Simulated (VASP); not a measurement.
# SiNi3 (Pm-3m) in VASP: further runs, part 3 of 3

VASP 6.6.1. The steps go on from the part before.

**5. Single point, LDA, collinear spin, ferromagnetic start**

This run uses another cell than the first one, of 11.11 Å³/atom.

File INCAR:

```
SYSTEM = SiNi3
ALGO = Normal
EDIFF = 1E-7
ENCUT = 520
GGA = CA
ISIF = 2
ISMEAR = -1
ISPIN = 2
LASPH = .True.
LCHARG = .False.
LMAXMIX = 4
LORBIT = 11
LREAL = .False.
LWAVE = .False.
MAGMOM = 1 1 1 0
NBANDS = 29
NELM = 150
PREC = Accurate
SIGMA = 0.05
```

File KPOINTS:

```
k-points
0
Gamma
  8 8 8
  0 0 0
```

File POSCAR:

```
SiNi3
1.0
    3.5420000000      0.0000000000      0.0000000000
    0.0000000000      3.5420000000      0.0000000000
    0.0000000000      0.0000000000      3.5420000000
Ni Si
3 1
Direct
    0.5000000000      0.5000000000      0.0000000000
    0.5000000000      0.0000000000      0.5000000000
    0.0000000000      0.5000000000      0.5000000000
    0.0000000000      0.0000000000      0.0000000000
```

Potentials or basis: VASP PAW LDA potentials, release 64 (Ni, Si).

The run is started by

```console
cat potpaw_LDA.64/Ni/POTCAR potpaw_LDA.64/Si/POTCAR > POTCAR
mpirun -np 1 vasp_std > vasp.out
```

OUTCAR:

```text
SYSTEM = SiNi3
   EDIFF = 1E-7
   ENCUT = 520
   GGA = CA
   ISIF = 2
   ISMEAR = -1
   ISPIN = 2
   LASPH = .True.
   LORBIT = 11
   LREAL = .False.
   NELM = 150
   PREC = Accurate

 ion  position               nearest neighbor table
   1  0.500  0.500  0.000-   2 2.50   3 2.50   4 2.50   2 2.50   3 2.50   2 2.50   4 2.50   2 2.50
                             3 2.50   4 2.50   3 2.50   4 2.50
   2  0.500  0.000  0.500-   1 2.50   3 2.50   4 2.50   1 2.50   4 2.50   1 2.50   3 2.50   1 2.50
                             3 2.50   4 2.50   4 2.50   3 2.50
   3  0.000  0.500  0.500-   1 2.50   2 2.50   4 2.50   1 2.50   4 2.50   2 2.50   4 2.50   4 2.50
                             1 2.50   2 2.50   1 2.50   2 2.50
   4  0.000  0.000  0.000-   1 2.50   2 2.50   3 2.50   2 2.50   3 2.50   1 2.50   3 2.50   3 2.50
[... 1774 lines left out ...]

 POSITION                                       TOTAL-FORCE (eV/Angst)
 -----------------------------------------------------------------------------------
      1.77100      1.77100      0.00000         0.000000      0.000000      0.000000
      1.77100      0.00000      1.77100         0.000000      0.000000      0.000000
      0.00000      1.77100      1.77100         0.000000      0.000000      0.000000
      0.00000      0.00000      0.00000         0.000000      0.000000      0.000000
 -----------------------------------------------------------------------------------
    total drift:                                0.000000      0.000000      0.000000

  FREE ENERGIE OF THE ION-ELECTRON SYSTEM (eV)
  ---------------------------------------------------
  free  energy   TOTEN  =       -27.6499139866 eV

  energy  without entropy=      -27.6322132539  energy(sigma->0) =      -27.64106362

 total charge

# of ion       s       p       d       tot
------------------------------------------
    1        0.475   0.538   8.411   9.424
    2        0.475   0.538   8.411   9.424
    3        0.475   0.538   8.411   9.424
    4        0.736   0.803   0.000   1.539
--------------------------------------------------
tot          2.161   2.418  25.233  29.811

 magnetization (x)

# of ion       s       p       d       tot
------------------------------------------
    1        0.000  -0.000   0.000   0.000
    2        0.000  -0.000   0.000   0.000
    3        0.000  -0.000   0.000   0.000
    4       -0.000  -0.000   0.000  -0.000
--------------------------------------------------
tot         -0.000  -0.000   0.000   0.000
```

stdout:

```text
POSCAR found type information on POSCAR NiSi
 POSCAR found :  2 types and       4 ions
 scaLAPACK will be used
 LDA part: xc-table for (Slater(with rela. corr.)+CA(PZ))
 , standard interpolation
 POSCAR, INCAR and KPOINTS ok, starting setup
 FFT: planning ... GRIDC
 FFT: planning ... GRID_SOFT
 FFT: planning ... GRID
 WAVECAR not read
 entering main loop
```

Run time: 38 s. Hardware: 1 thread of Intel Xeon 6975P-C (Granite Rapids), shared host; peak memory 0.19 GiB.

What came out:

```
Free energy                                           : -27.6499 eV
Pressure                                              : -19.9 GPa
Band gap on the k mesh                                : zero (filled and empty bands overlap)
Net moment                                            : 0.00 μB per cell
Valence electrons inside the program's atomic spheres : Ni 9.42; Si 1.54
```

Levels at points of the mesh, in eV from the Fermi level:
Spin up:
| k point | band 14 | band 15 | band 16 | band 17 | band 18 | band 19 | band 20 | band 21 |
| --- | --- | --- | --- | --- | --- | --- | --- | --- |
| (0.00, 0.00, 0.00) | -0.57 | -0.57 | -0.28 | 0.02 | 0.02 | 0.02 | 4.51 | 6.24 |
| (0.50, 0.00, 0.00) | -1.22 | -1.09 | -0.51 | 0.02 | 3.52 | 3.52 | 4.91 | 5.22 |
| (0.50, 0.50, 0.00) | -1.34 | -1.07 | -0.97 | -0.92 | 0.63 | 0.63 | 5.43 | 6.20 |
| (0.50, 0.50, 0.50) | -1.20 | -1.20 | -0.29 | -0.20 | -0.20 | -0.20 | 1.07 | 3.89 |
Spin down:
| k point | band 14 | band 15 | band 16 | band 17 | band 18 | band 19 | band 20 | band 21 |
| --- | --- | --- | --- | --- | --- | --- | --- | --- |
| (0.00, 0.00, 0.00) | -0.57 | -0.57 | -0.28 | 0.02 | 0.02 | 0.02 | 4.51 | 6.24 |
| (0.50, 0.00, 0.00) | -1.22 | -1.09 | -0.51 | 0.02 | 3.52 | 3.52 | 4.91 | 5.22 |
| (0.50, 0.50, 0.00) | -1.34 | -1.07 | -0.97 | -0.92 | 0.63 | 0.63 | 5.43 | 6.20 |
| (0.50, 0.50, 0.50) | -1.20 | -1.20 | -0.29 | -0.20 | -0.20 | -0.20 | 1.07 | 3.89 |

Caveat: the cell stands under tension.

**6. Single point, PBEsol, collinear spin, ferromagnetic start**

This run uses another cell than the first one, of 11.11 Å³/atom.

File INCAR:

```
PREC     = Accurate       # precision mode
ENCUT    = 520            # plane-wave cutoff, eV
EDIFF    = 1E-7           # SCF threshold, eV
ISMEAR   = -1             # smearing method
SIGMA    = 0.05           # smearing width, eV
LREAL    = False          # projectors in reciprocal space
LASPH    = True           # aspherical terms in the spheres
NELM     = 150            # most SCF steps
ALGO     = Normal         # electronic algorithm
ISIF     = 2              # what is computed and relaxed
LWAVE    = False          # write WAVECAR
LCHARG   = False          # write CHGCAR
ISPIN    = 2              # spin polarisation
MAGMOM   = 1 1 1 0        # initial moments
LORBIT   = 11             # projections on sites
LMAXMIX  = 4              # l up to which the mixer works
GGA      = PS             # functional
NBANDS   = 29             # bands
```

File KPOINTS:

```
Automatic mesh
0
Gamma
  8 8 8
```

POSCAR is that of step 5.

Potentials or basis: VASP PAW PBE potentials, release 64 (Ni, Si).

The run is started by

```console
cat potpaw_PBE.64/Ni/POTCAR potpaw_PBE.64/Si/POTCAR > POTCAR
mpirun -np 1 vasp_std > vasp.out
```

OUTCAR:

```text
PREC = Accurate
   ENCUT = 520
   EDIFF = 1E-7
   ISMEAR = -1
   LREAL = False
   LASPH = True
   NELM = 150
   ISIF = 2
   ISPIN = 2
   LORBIT = 11
   GGA = PS

 ion  position               nearest neighbor table
   1  0.500  0.500  0.000-   2 2.50   3 2.50   4 2.50   2 2.50   3 2.50   2 2.50   4 2.50   2 2.50
                             3 2.50   4 2.50   3 2.50   4 2.50
   2  0.500  0.000  0.500-   1 2.50   3 2.50   4 2.50   1 2.50   4 2.50   1 2.50   3 2.50   1 2.50
                             3 2.50   4 2.50   4 2.50   3 2.50
   3  0.000  0.500  0.500-   1 2.50   2 2.50   4 2.50   1 2.50   4 2.50   2 2.50   4 2.50   4 2.50
                             1 2.50   2 2.50   1 2.50   2 2.50
[... 1774 lines left out ...]
     0.000000000  0.000000000  3.542000000     0.000000000  0.000000000  0.282326369

 POSITION                                       TOTAL-FORCE (eV/Angst)
 -----------------------------------------------------------------------------------
      1.77100      1.77100      0.00000         0.000000      0.000000      0.000000
      1.77100      0.00000      1.77100         0.000000      0.000000      0.000000
      0.00000      1.77100      1.77100         0.000000      0.000000      0.000000
      0.00000      0.00000      0.00000         0.000000      0.000000      0.000000
 -----------------------------------------------------------------------------------
    total drift:                                0.000000      0.000000      0.000000

  FREE ENERGIE OF THE ION-ELECTRON SYSTEM (eV)
  ---------------------------------------------------
  free  energy   TOTEN  =       -26.1620668174 eV

  energy  without entropy=      -26.1436093352  energy(sigma->0) =      -26.15283808

 total charge

# of ion       s       p       d       tot
------------------------------------------
    1        0.475   0.544   8.395   9.414
    2        0.475   0.544   8.395   9.414
    3        0.475   0.544   8.395   9.414
    4        0.728   0.799   0.000   1.527
--------------------------------------------------
tot          2.153   2.431  25.184  29.768

 magnetization (x)

# of ion       s       p       d       tot
------------------------------------------
    1       -0.000  -0.000   0.000   0.000
    2       -0.000  -0.000   0.000   0.000
    3       -0.000  -0.000   0.000   0.000
    4       -0.000  -0.000   0.000  -0.000
--------------------------------------------------
tot         -0.000  -0.000   0.000   0.000
```

OSZICAR:

```text
N       E                     dE             d eps       ncg     rms          rms(c)
DAV:   1     0.204956512832E+03    0.20496E+03   -0.14498E+04  4172   0.152E+03
DAV:   2    -0.156070785085E+02   -0.22056E+03   -0.20447E+03  4065   0.300E+02
DAV:   3    -0.298744547378E+02   -0.14267E+02   -0.13341E+02  4612   0.919E+01
DAV:   4    -0.301388391758E+02   -0.26438E+00   -0.26374E+00  4573   0.122E+01
DAV:   5    -0.301459301880E+02   -0.70910E-02   -0.70903E-02  4992   0.176E+00    0.209E+01
DAV:   6    -0.306547220412E+02   -0.50879E+00   -0.29852E+01  4836   0.977E+01    0.199E+01
DAV:   7    -0.262285518753E+02    0.44262E+01   -0.11150E+01  4962   0.547E+01    0.365E+00
DAV:   8    -0.261779895477E+02    0.50562E-01   -0.28771E-01  4812   0.400E+00    0.143E+00
DAV:   9    -0.261647052340E+02    0.13284E-01   -0.16159E-02  5852   0.135E+00    0.625E-01
DAV:  10    -0.261628778400E+02    0.18274E-02   -0.11502E-03  5041   0.299E-01    0.310E-01
DAV:  11    -0.261620353297E+02    0.84251E-03   -0.26076E-04  5621   0.251E-01    0.919E-02
DAV:  12    -0.261620732506E+02   -0.37921E-04   -0.10464E-04  5528   0.109E-01    0.428E-02
DAV:  13    -0.261620710876E+02    0.21630E-05   -0.98867E-06  5030   0.347E-02    0.192E-02
DAV:  14    -0.261620672803E+02    0.38073E-05   -0.14923E-06  5899   0.120E-02    0.739E-03
DAV:  15    -0.261620670042E+02    0.27617E-06   -0.43654E-07  4468   0.751E-03    0.324E-03
DAV:  16    -0.261620668399E+02    0.16429E-06   -0.80897E-08  2664   0.414E-03    0.153E-03
DAV:  17    -0.261620668174E+02    0.22445E-07   -0.29222E-08  2320   0.149E-03
   1 F= -.26162067E+02 E0= -.26152838E+02  d E =-.184575E-01  mag=    -0.0000
```

Run time: 44 s. Hardware: 1 thread of Intel Xeon 6975P-C (Granite Rapids), shared host; peak memory 0.2 GiB.

Results:

| Item | Value |
| --- | --- |
| Free energy | -26.1621 eV |
| Pressure | -13.9 GPa |
| Band gap on the k mesh | zero (filled and empty bands overlap) |
| Net moment | 0.00 μB per cell |
| Valence electrons inside the program's atomic spheres | Ni 9.41; Si 1.53 |

Caveat: the cell stands under tension; the PAW data sets were made with another functional, which shifts forces and pressure a little.

**7. Summary**

| level | potentials or basis | cell | gap on the mesh (eV) | pressure (GPa) | moment (μB) |
| --- | --- | --- | --- | --- | --- |
| LDA | VASP PAW LDA potentials, release 64 (Ni, Si) | a = 3.494 Å, 4 atoms | none | -12.7 | 0.00 |
| LDA | VASP PAW LDA potentials, release 64 (Ni, Si) | a = 3.518 Å, 4 atoms | none | -16.5 | 0.00 |
| PBEsol | VASP PAW PBE potentials, release 64 (Ni, Si) | a = 3.518 Å, 4 atoms | none | -10.3 | 0.00 |
| LDA | VASP PAW LDA potentials, release 64 (Ni, Si) | a = 3.542 Å, 4 atoms | none | -19.9 | 0.00 |
| PBEsol | VASP PAW PBE potentials, release 64 (Ni, Si) | a = 3.542 Å, 4 atoms | none | -13.9 | 0.00 |

Alike in all rows: task single point; spin collinear, ferromagnetic start; k mesh 8 × 8 × 8; cutoff (eV) 520; smearing fermi-dirac 0.05 eV.

Caveats: the cell stands under tension; the PAW data sets were made with another functional, which shifts forces and pressure a little (at least some runs).

Total energies depend on the potentials used, so only differences within one code and one set of settings carry meaning.
